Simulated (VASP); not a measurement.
Wanted: the native input for a VASP 6.6.1 run.

```yaml
Task: single point
Functional: PBE
Potentials_or_basis: VASP PAW PBE potentials, release 64 (Au)
Cutoff: 520 eV
k_mesh: 13 × 13 × 13
Occupations: fermi-dirac, width 0.1 eV
Spin: no spin polarisation
Dipole_correction: no
Further_INCAR_settings: ALGO = Normal; EDIFF = 1e-07; NBANDS = 18
```

The structure of Au lies in POSCAR:

```
Au
1.0
    0.0000000000      2.5466734290      2.5466734290
    2.5466734290      0.0000000000      2.5466734290
    2.5466734290      2.5466734290      0.0000000000
Au
2
Direct
   -0.1250000000     -0.1250000000     -0.1250000000
    0.1250000000      0.1250000000      0.1250000000
```

One way to write it, as run:

INCAR

```
PREC = Accurate ; ENCUT = 520
EDIFF = 1E-7 ; ISMEAR = -1
SIGMA = 0.1 ; LREAL = False
LASPH = True ; NELM = 60
ALGO = Normal ; ISIF = 2
LWAVE = False ; LCHARG = True
GGA = PE ; LELF = True
LVHAR = True ; NBANDS = 18
```

KPOINTS

```
regular mesh
0
Gamma
  13 13 13
```

Potentials or basis: VASP PAW PBE potentials, release 64 (Au).

Command:

```console
$ cat potpaw_PBE.64/Au/POTCAR > POTCAR
$ mpirun -np 1 vasp_std > vasp.out
```

Results of the run:

```
Pressure               : 147.6 GPa
Band gap on the k mesh : zero (band 11 reaches 11.03 eV, above the bottom of band 12 at 10.36 eV)
```

Caveat: spin-orbit coupling is left out, which moves the levels of the heavy elements.

It took 32 s on 1 thread of Intel(R) Xeon(R) Platinum 8488C (Sapphire Rapids), with other jobs on the host, peak memory 0.18 GiB.
